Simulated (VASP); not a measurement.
Input of a VASP 6.6.1 run:

File INCAR:

```
PREC = Accurate
ENCUT = 600
EDIFF = 1E-6
ISMEAR = -1
SIGMA = 0.05
LREAL = False
LASPH = True
NELM = 100
ALGO = Normal
ISIF = 3
LWAVE = False
LCHARG = False
GGA = PS
IVDW = 12
IBRION = 2
NSW = 60
EDIFFG = -0.01
```

Contents of KPOINTS:

```
Automatic mesh
0
Gamma
  7 7 7
```

POSCAR

```
ScRu3
1.0
    3.9384370000      0.0000000000      0.0000000000
    0.0000000000      3.9384370000      0.0000000000
    0.0000000000      0.0000000000      3.9384370000
Ru Sc
3 1
Direct
    0.5000000000      0.5000000000      0.0000000000
    0.5000000000      0.0000000000      0.5000000000
    0.0000000000      0.5000000000      0.5000000000
    0.0000000000      0.0000000000      0.0000000000
```

Potentials or basis: VASP PAW PBE potentials, release 64 (Ru_pv, Sc_sv).

The run is started by

```bash
$ cat potpaw_PBE.64/Ru_pv/POTCAR potpaw_PBE.64/Sc_sv/POTCAR > POTCAR
$ mpirun -np 1 vasp_std > vasp.out
```

Estimate the relaxed volume.

14.19 Å³/atom.

Estimate the space group after relaxing (to 0.1 Å).

Pm-3m (No. 221).

Predict the dispersion energy per atom.

-0.595 eV.

What does it give for the band gap on the k mesh?

Zero (an odd number of electrons rules out a gap without spin polarisation).

Final structure:
```yaml
crystal:
  lattice:
    - [3.84304, 0.00000, 0.00000]
    - [0.00000, 3.84304, 0.00000]
    - [0.00000, 0.00000, 3.84304]
  atoms:
    - { symbol: Ru, position: [0.50000, 0.50000, 0.00000] }
    - { symbol: Ru, position: [0.50000, 0.00000, 0.50000] }
    - { symbol: Ru, position: [0.00000, 0.50000, 0.50000] }
    - { symbol: Sc, position: [0.00000, 0.00000, 0.00000] }
```

Caveat: the PAW data sets were made with another functional, which shifts forces and pressure a little.
